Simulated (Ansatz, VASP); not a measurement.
**Ba: VASP beside Ansatz**

```
Ba
1.0
     3.95415    0.00000    0.00000
     0.00000    3.95415    0.00000
     0.00000    0.00000    3.95415
Ba
1
Cartesian
  0.0000 0.0000 0.0000
```

Alike in both runs: task single point; functional PBE; k mesh 9 × 9 × 9; occupations fermi-dirac, width 0.1 eV; no spin polarisation.

|  | VASP | Ansatz |
| --- | --- | --- |
| version | VASP 6.6.1 | Ansatz 0.2.0 |
| potentials or method | VASP PAW PBE potentials, release 64 (Ba_sv), cutoff 520 eV | plane waves (420 eV) with PAW, scalar-relativistic |
| valence electrons in the cell | 10 | 10 |

VASP gave:

```
pressure (GPa) : 0.1
```

Estimate Ansatz's values.

pressure (GPa): 0.0.

Spin-orbit coupling is off throughout.
